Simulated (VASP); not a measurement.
# Ho2O (P4/mmm) in VASP: a series of runs, part 2 of 2

VASP 6.6.1. Earlier steps stand in the parts before.

## (4) Single point, PBE

This run uses another cell than the first one, of 19.00 Å³/atom.

File INCAR:

```
SYSTEM = Ho2O
PREC = Accurate
ENCUT = 600
EDIFF = 1E-6
ISMEAR = 0
SIGMA = 0.1
LREAL = .False.
LASPH = .True.
NELM = 200
ALGO = Normal
ISIF = 2
LWAVE = .False.
LCHARG = .True.
GGA = PE
LELF = .True.
LVHAR = .True.
NBANDS = 19
GGA_COMPAT = .False.
LMAXMIX = 6
```

File KPOINTS:

```
Automatic mesh
0
Gamma
  10 10 8
  0 0 0
```

File POSCAR:

```
Ho2O
1.0
    3.5077244373      0.0000000000      0.0000000000
    0.0000000000      3.5077244373      0.0000000000
    0.0000000000      0.0000000000      4.6332578304
Ho O
2 1
Direct
    0.5000000000      0.5000000000      0.0000000000
    0.0000000000      0.0000000000      0.5000000000
    0.0000000000      0.0000000000      0.0000000000
```

Potentials or basis: VASP PAW PBE potentials, release 64 (Ho_3, O), 4f in core.

Run with:

```bash
$ cat potpaw_PBE.64/Ho_3/POTCAR potpaw_PBE.64/O/POTCAR > POTCAR
$ mpirun -np 1 vasp_std > vasp.out
```

OUTCAR:

```text
SYSTEM = Ho2O
   PREC = Accurate
   ENCUT = 600
   EDIFF = 1E-6
   ISMEAR = 0
   LREAL = .False.
   LASPH = .True.
   NELM = 200
   ISIF = 2
   GGA = PE

 ion  position               nearest neighbor table
   1  0.500  0.500  0.000-   3 2.48   3 2.48   3 2.48   3 2.48   2 3.39   2 3.39   2 3.39   2 3.39
                             2 3.39   2 3.39   2 3.39   2 3.39
   2  0.000  0.000  0.500-   3 2.32   3 2.32   1 3.39   1 3.39   1 3.39   1 3.39   1 3.39   1 3.39
                             1 3.39   1 3.39
   3  0.000  0.000  0.000-   2 2.32   2 2.32   1 2.48   1 2.48   1 2.48   1 2.48

  LATTYP: Found a simple tetragonal cell.
 ALAT       =     3.5077244373
 C/A-ratio  =     1.3208728089
[... 724 lines left out ...]
  --------------------------------------------------------------------------------------
  -------------------------------------------------------------------------------------
  Total        0.2022709      0.2022709      0.3915042      0.0000000     -0.0000000     -0.0000000
  in kB        5.6846887      5.6846887     11.0029610      0.0000000     -0.0000000     -0.0000000
  external PRESSURE =       7.4574462 kB  Pullay stress =       0.0000000 kB

 VOLUME and BASIS-vectors are now :
 -----------------------------------------------------------------------------
  energy-cutoff  :      600.00
  volume of cell :       57.01
      direct lattice vectors                 reciprocal lattice vectors
     3.507724437  0.000000000  0.000000000     0.285085108  0.000000000  0.000000000
     0.000000000  3.507724437  0.000000000     0.000000000  0.285085108  0.000000000
     0.000000000  0.000000000  4.633257830     0.000000000  0.000000000  0.215830855

 POSITION                                       TOTAL-FORCE (eV/Angst)
 -----------------------------------------------------------------------------------
      1.75386      1.75386      0.00000         0.000000      0.000000      0.000000
      0.00000      0.00000      2.31663         0.000000      0.000000      0.000000
      0.00000      0.00000      0.00000         0.000000      0.000000      0.000000
 -----------------------------------------------------------------------------------
    total drift:                               -0.000000      0.000000     -0.000000

  FREE ENERGIE OF THE ION-ELECTRON SYSTEM (eV)
  ---------------------------------------------------
  free  energy   TOTEN  =       -19.4960602944 eV

  energy  without entropy=      -19.4823475721  energy(sigma->0) =      -19.48920393
```

stdout:

```text
POSCAR found type information on POSCAR HoO
 POSCAR found :  2 types and       3 ions
 scaLAPACK will be used
 LDA part: xc-table for (Slater+PW92), standard interpolation
 POSCAR, INCAR and KPOINTS ok, starting setup
 FFT: planning ... GRIDC
 FFT: planning ... GRID_SOFT
 FFT: planning ... GRID
 WAVECAR not read
 entering main loop
```

Run time: 59 s. Hardware: 1 thread of Intel Xeon 6975P-C (Granite Rapids), shared host; peak memory 0.28 GiB.

What came out:

- Free energy: -19.4961 eV
- Pressure: 0.7 GPa
- Band gap on the k mesh: zero (bands 12 and 13 overlap by 1.92 eV)

Levels at points of the mesh, in eV from the Fermi level:
```csv
k point,band 9,band 10,band 11,band 12,band 13,band 14,band 15,band 16
"(0.00, 0.00, 0.00)",-4.65,-4.55,-4.43,-1.73,1.48,1.48,1.99,2.16
"(0.50, 0.00, 0.00)",-5.79,-4.77,-0.98,-0.85,0.42,1.77,2.87,3.10
"(0.50, 0.50, 0.00)",-5.08,-4.36,-2.29,-1.47,-1.47,3.58,4.06,4.06
"(0.00, 0.00, 0.50)",-4.87,-4.87,-2.77,-0.62,0.07,0.15,2.87,2.87
"(0.50, 0.00, 0.50)",-6.65,-6.02,-1.61,0.30,1.08,1.29,3.40,4.70
"(0.50, 0.50, 0.50)",-5.40,-5.40,-0.75,-0.05,-0.05,2.29,2.29,3.01
```

Caveat: spin-orbit coupling is left out, which moves the levels of the heavy elements; the 4f electrons are frozen in the core, so they carry no moment and show no levels; the run has no spin polarisation, though such a crystal can be magnetic. With open d or f shells a metallic result of PBE can be an artefact of self-interaction; +U or a hybrid may open a gap.

## (5) Summary

```tsv
cell	k mesh	smearing	gap on the mesh (eV)	pressure (GPa)
a = 3.347, b = 3.347, c = 5.115 Å, 3 atoms, atomic positions A	6 × 6 × 4	gaussian 0.1 eV	none	1.1
a = 3.487, b = 3.487, c = 7.534 Å, 3 atoms, atomic positions B	7 × 7 × 3	gaussian 0.2 eV	none	1.3
a = 3.508, b = 3.508, c = 4.633 Å, 3 atoms, atomic positions A	10 × 10 × 8	gaussian 0.1 eV	none	0.7
```

Alike in all rows: task single point; level PBE; potentials or basis VASP PAW PBE potentials, release 64 (Ho_3, O), 4f in core; no spin polarisation; cutoff (eV) 600.

Caveats: spin-orbit coupling is left out, which moves the levels of the heavy elements; the 4f electrons are frozen in the core, so they carry no moment and show no levels; the run has no spin polarisation, though such a crystal can be magnetic.

Total energies depend on the potentials used, so only differences within one code and one set of settings carry meaning.
